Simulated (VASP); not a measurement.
Write the native input for VASP 6.6.1 that does the following.

* Task: single point
* Functional: PBE
* Potentials or basis: VASP PAW PBE potentials, release 64 (Ca_sv, Se)
* Cutoff: 520 eV
* k mesh: 6 × 6 × 6
* Occupations: gaussian, width 0.01 eV
* Spin: no spin polarisation
* Dipole correction: no
* Further INCAR settings: ALGO = Normal; EDIFF = 1e-07; NBANDS = 15

The structure of CaSe lies in POSCAR:

```
CaSe
1.0
    0.0000000000      2.9560000000      2.9560000000
    2.9560000000      0.0000000000      2.9560000000
    2.9560000000      2.9560000000      0.0000000000
Ca Se
1 1
Direct
    0.0000000000      0.0000000000      0.0000000000
    0.4661705007      0.5338294993      0.5338294993
```

One way to write it, as run:

INCAR

```
SYSTEM = CaSe
  PREC = Accurate
  ENCUT = 520
  EDIFF = 1E-7
  ISMEAR = 0
  SIGMA = 0.01
  LREAL = .False.
  LASPH = .True.
  NELM = 100
  ALGO = Normal
  ISIF = 2
  LWAVE = .False.
  LCHARG = .True.
  GGA = PE
  LELF = .True.
  LVHAR = .True.
  NBANDS = 15
```

KPOINTS

```
Automatic mesh
0
Gamma
  6 6 6
  0 0 0
```

Potentials or basis: VASP PAW PBE potentials, release 64 (Ca_sv, Se).

The run is started by

```console
$ cat potpaw_PBE.64/Ca_sv/POTCAR potpaw_PBE.64/Se/POTCAR > POTCAR
$ mpirun -np 1 vasp_std > vasp.out
```

Results of the run:

| Quantity | Value |
| --- | --- |
| Pressure | 2.1 GPa |
| Largest force | 0.715 eV/Å |
| Band gap on the k mesh | 2.10 eV (least direct gap 2.97 eV) |

It took 27 s on 1 thread of Intel Xeon 8259CL, with other jobs on the host, peak memory 0.18 GiB.
